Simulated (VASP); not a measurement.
# SiC (P6_3mc) in VASP: single point with PBE

Aim: the single point of SiC with PBE.

All numbers are computed with VASP 6.6.1; they aren't measurements. Logs are shortened: lines on timing, memory, paths and dates and some standing lists are left out, and cuts for length are marked.

## Step 1: The cell of the first run

It takes space group P6_3mc (No. 186, hexagonal). The conventional cell has a = 3.081 Å, b = 3.081 Å, c = 10.085 Å, α = 90.00°, β = 90.00°, γ = 120.00°. Within 2.5 Å of Si (site symmetry 3m) lie 4 C at 1.89 Å. Si (site symmetry 3m) has 4 C at 1.89 Å within 2.5 Å. C (site symmetry 3m) has 4 Si at 1.89 Å within 2.5 Å. C (site symmetry 3m) has 4 Si at 1.89 Å within 2.5 Å.

## Step 2: Single point, PBE

File INCAR:

```
SYSTEM = SiC
PREC = Accurate ; ENCUT = 520
EDIFF = 1E-6 ; ISMEAR = 0
SIGMA = 0.01 ; LREAL = .False.
LASPH = .True. ; NELM = 60
ALGO = Normal ; ISIF = 2
LWAVE = .False. ; LCHARG = .False.
GGA = PE ; NBANDS = 26
```

File KPOINTS:

```
regular mesh
0
Gamma
  8 8 3
  0 0 0
```

File POSCAR:

```
SiC
1.0
    3.0810000000      0.0000000000      0.0000000000
   -1.5405000000      2.6682242691      0.0000000000
    0.0000000000      0.0000000000     10.0850000000
Si C
4 4
Direct
    0.0000000000      0.0000000000      0.0000000000
    0.3333333333      0.6666666667      0.2500000000
    0.0000000000      0.0000000000      0.5000000000
    0.6666666667      0.3333333333      0.7500000000
    0.0000000000      0.0000000000      0.1875000000
    0.3333333333      0.6666666667      0.4375000000
    0.0000000000      0.0000000000      0.6875000000
    0.6666666667      0.3333333333      0.9375000000
```

Potentials or basis: VASP PAW PBE potentials, release 64 (Si, C).

Started as:

```
cat potpaw_PBE.64/Si/POTCAR potpaw_PBE.64/C/POTCAR > POTCAR
mpirun -np 1 vasp_std > vasp.out
```

OUTCAR:

```text
SYSTEM = SiC
   PREC = Accurate
   ENCUT = 520
   EDIFF = 1E-6
   ISMEAR = 0
   LREAL = .False.
   LASPH = .True.
   NELM = 60
   ISIF = 2
   GGA = PE

 ion  position               nearest neighbor table
   1  0.000  0.000  0.000-   8 1.89   8 1.89   8 1.89   5 1.89   4 3.09   2 3.09   4 3.09   2 3.09
                             2 3.09   4 3.09
   2  0.333  0.667  0.250-   5 1.89   5 1.89   5 1.89   6 1.89   3 3.09   1 3.09   1 3.09   3 3.09
                             3 3.09   1 3.09
   3  0.000  0.000  0.500-   6 1.89   6 1.89   6 1.89   7 1.89   4 3.09   2 3.09   2 3.09   4 3.09
                             2 3.09   4 3.09
   4  0.667  0.333  0.750-   7 1.89   7 1.89   7 1.89   8 1.89   3 3.09   1 3.09   3 3.09   1 3.09
                             1 3.09   3 3.09
   5  0.000  0.000  0.188-   2 1.89   2 1.89   2 1.89   1 1.89
   6  0.333  0.667  0.438-   3 1.89   3 1.89   3 1.89   2 1.89
   7  0.000  0.000  0.688-   4 1.89   4 1.89   4 1.89   3 1.89
   8  0.667  0.333  0.938-   1 1.89   1 1.89   1 1.89   4 1.89

  LATTYP: Found a hexagonal cell.
 ALAT       =     3.0810000000
 C/A-ratio  =     3.2732878935

  Lattice vectors:

 A1 = (   3.0810000000,   0.0000000000,   0.0000000000)
 A2 = (  -1.5405000000,   2.6682242691,   0.0000000000)
 A3 = (   0.0000000000,   0.0000000000,  10.0850000000)

Analysis of symmetry for initial positions (statically):
=====================================================================
 Subroutine PRICEL returns:
 Original cell was already a primitive cell.

 Routine SETGRP: Setting up the symmetry group for a
 hexagonal supercell.

 Subroutine GETGRP returns: Found 12 space group operations
 (whereof  6 operations were pure point group operations)
 out of a pool of 24 trial point group operations.

The static configuration has the point symmetry C_3v.
 The point group associated with its full space group is C_6v.

Analysis of symmetry for dynamics (positions and initial velocities):
=====================================================================
 Subroutine PRICEL returns:
 Original cell was already a primitive cell.

 Routine SETGRP: Setting up the symmetry group for a
 hexagonal supercell.

 Subroutine GETGRP returns: Found 12 space group operations
 (whereof  6 operations were pure point group operations)
 out of a pool of 24 trial point group operations.

[... 111 lines left out ...]
   NSW    =      0    number of steps for IOM
   IBRION =     -1    ionic relax: 0-MD 1-quasi-New 2-CG
   NFREE  =      0    steps in history (QN), initial steepest desc. (CG)
   ISIF   =      2    stress and relaxation
   ISYM   =      2    0-nonsym 1-usesym 2-fastsym
   POTIM  = 0.5000    time-step for ionic-motion
   TEBEG  =    0.0;   TEEND  =   0.0 temperature during run
   PSTRESS=    0.0 pullay stress
   NELECT =      32.0000    total number of electrons
   NUPDOWN=      -1.0000    fix difference up-down
   EMIN   =  10.00;   EMAX   =-10.00  energy-range for DOS
   EFERMI =   0.00;   METHOD = LEGACY
   ISMEAR =     0;   SIGMA  =   0.01  broadening in eV -4-tet -1-fermi 0-gaus
   EFERMI_NEDOS =   21; number of points for ismear=-14 and -15
   IALGO  =     38    algorithm
   IMIX   =      4    mixing-type and parameters
     AMIX     =   0.40;   BMIX     =  1.00
     AMIX_MAG =   1.60;   BMIX_MAG =  1.00
  volume/ion in A,a.u.               =      10.36        69.94
  Fermi-wavevector in a.u.,A,eV,Ry     =   1.191960  2.252477 19.330716  1.420768
  Thomas-Fermi vector in A             =   2.328009
   LORBIT       =      0    0 simple, 1 ext, 2 COOP (PROOUT), +10 PAW based schemes
   GGA     = PE    functional components
   LHFCALC =     F    Hartree Fock is set to
   AEXX    =    0.0000 exact exchange contribution
   IVDW    =     0    specifies the selected vdW correction
   LEPSILON=     F    determine dielectric tensor
   LRPA    =     F    only Hartree local field effects (RPA)
 non-spin polarized calculation
 Gauss-broadening in eV      SIGMA  =   0.01
  energy-cutoff  :      520.00
  volume of cell :       82.91
 maximum number of plane-waves:      2256
 NGX is ok and might be reduce to    24
   NGX = 11   NGY = 11   NGZ = 37

 number of electron      32.0000001 magnetization

 Free energy of the ion-electron system (eV)
  ---------------------------------------------------
  ext. energy  EPLUGINS =         0.00000000
  ---------------------------------------------------
  free energy    TOTEN  =       -60.23650889 eV

  energy without entropy =      -60.23650889  energy(sigma->0) =      -60.23650889

 E-fermi :   8.2666     XC(G=0): -11.3459

 val. band max:        8.1635861761   @ k =   0.0000   0.0000   0.0000
 cond. band min:      10.3763198913   @ k =   0.5000   0.0000   0.0000
 fundamental gap:      2.2127337153
 Fermi energy:         8.2666016306

 k-point     1 :       0.0000    0.0000    0.0000
  band No.  band energies     occupation
      1      -7.3115      2.00000
      2      -6.1442      2.00000
      3      -6.0900      2.00000
      4      -3.7468      2.00000
      5      -0.4522      2.00000
      6       3.7756      2.00000
[... 569 lines left out ...]
     25      17.3828      0.00000
     26      18.0102      0.00000

------------------------ aborting loop because EDIFF is reached ----------------------------------------

  FORCE on cell =-STRESS in cart. coord.  units (eV):
  Direction    XX          YY          ZZ          XY          YZ          ZX
  --------------------------------------------------------------------------------------
  -------------------------------------------------------------------------------------
  Total        1.3737927      1.3737927      1.5414312      0.0000000      0.0000000     -0.0000000
  in kB       26.5486138     26.5486138     29.7882374      0.0000000      0.0000000     -0.0000000
  external PRESSURE =      27.6284884 kB  Pullay stress =       0.0000000 kB

 VOLUME and BASIS-vectors are now :
 -----------------------------------------------------------------------------
  energy-cutoff  :      520.00
  volume of cell :       82.91
      direct lattice vectors                 reciprocal lattice vectors
     3.081000000  0.000000000  0.000000000     0.324569945  0.187390545  0.000000000
    -1.540500000  2.668224269  0.000000000     0.000000000  0.374781090  0.000000000
     0.000000000  0.000000000 10.085000000     0.000000000  0.000000000  0.099157164

 POSITION                                       TOTAL-FORCE (eV/Angst)
 -----------------------------------------------------------------------------------
      0.00000      0.00000      0.00000        -0.000000     -0.000000     -0.058504
     -0.00000      1.77882      2.52125        -0.000000     -0.000000     -0.034653
      0.00000      0.00000      5.04250         0.000000     -0.000000     -0.058504
      1.54050      0.88941      7.56375         0.000000     -0.000000     -0.034653
      0.00000      0.00000      1.89094         0.000000      0.000000     -0.050398
     -0.00000      1.77882      4.41219         0.000000     -0.000000      0.143555
      0.00000      0.00000      6.93344         0.000000      0.000000     -0.050398
      1.54050      0.88941      9.45469        -0.000000      0.000000      0.143555
 -----------------------------------------------------------------------------------
    total drift:                               -0.000000     -0.000000     -0.000051

  FREE ENERGIE OF THE ION-ELECTRON SYSTEM (eV)
  ---------------------------------------------------
  free  energy   TOTEN  =       -60.2365088867 eV

  energy  without entropy=      -60.2365088867  energy(sigma->0) =      -60.23650889
```

OSZICAR:

```text
N       E                     dE             d eps       ncg     rms          rms(c)
DAV:   1     0.766126865093E+02    0.76613E+02   -0.14428E+04  1040   0.109E+03
DAV:   2    -0.603746765214E+02   -0.13699E+03   -0.12805E+03  1380   0.197E+02
DAV:   3    -0.675471081366E+02   -0.71724E+01   -0.71218E+01  1406   0.417E+01
DAV:   4    -0.676377355120E+02   -0.90627E-01   -0.90518E-01  1344   0.549E+00
DAV:   5    -0.676392729574E+02   -0.15374E-02   -0.15365E-02  1398   0.681E-01    0.176E+01
DAV:   6    -0.604258327682E+02    0.72134E+01   -0.19296E+01  1338   0.192E+01    0.793E+00
DAV:   7    -0.602702241046E+02    0.15561E+00   -0.21789E+00  1442   0.657E+00    0.341E+00
DAV:   8    -0.602390514771E+02    0.31173E-01   -0.11794E-01  1270   0.164E+00    0.103E+00
DAV:   9    -0.602359133309E+02    0.31381E-02   -0.18157E-02  1306   0.722E-01    0.161E-01
DAV:  10    -0.602364173333E+02   -0.50400E-03   -0.14897E-03  1348   0.190E-01    0.788E-02
DAV:  11    -0.602365058506E+02   -0.88517E-04   -0.19872E-04  1200   0.872E-02    0.166E-02
DAV:  12    -0.602365079065E+02   -0.20559E-05   -0.84605E-06  1348   0.154E-02    0.618E-03
DAV:  13    -0.602365088867E+02   -0.98018E-06   -0.57556E-07   920   0.415E-03
   1 F= -.60236509E+02 E0= -.60236509E+02  d E =-.479545E-50
```

It took 22 s on 1 thread of Intel Xeon Platinum 8559C (Emerald Rapids), shared host; peak memory 0.19 GiB.

Results:

```
Free energy            : -60.2365 eV
Pressure               : 2.8 GPa
Largest force          : 0.144 eV/Å
Band gap on the k mesh : 2.21 eV, indirect (least direct gap 3.33 eV)
```

Forces on the atoms (eV/Å):
```
Si   0.000  0.000 -0.059
Si   0.000  0.000 -0.035
Si   0.000  0.000 -0.059
Si   0.000  0.000 -0.035
C    0.000  0.000 -0.050
C    0.000  0.000  0.144
C    0.000  0.000 -0.050
C    0.000  0.000  0.144
```

Stress tensor (GPa, compression positive):
```
2.65 0.00 0.00
0.00 2.65 0.00
0.00 0.00 2.98
```
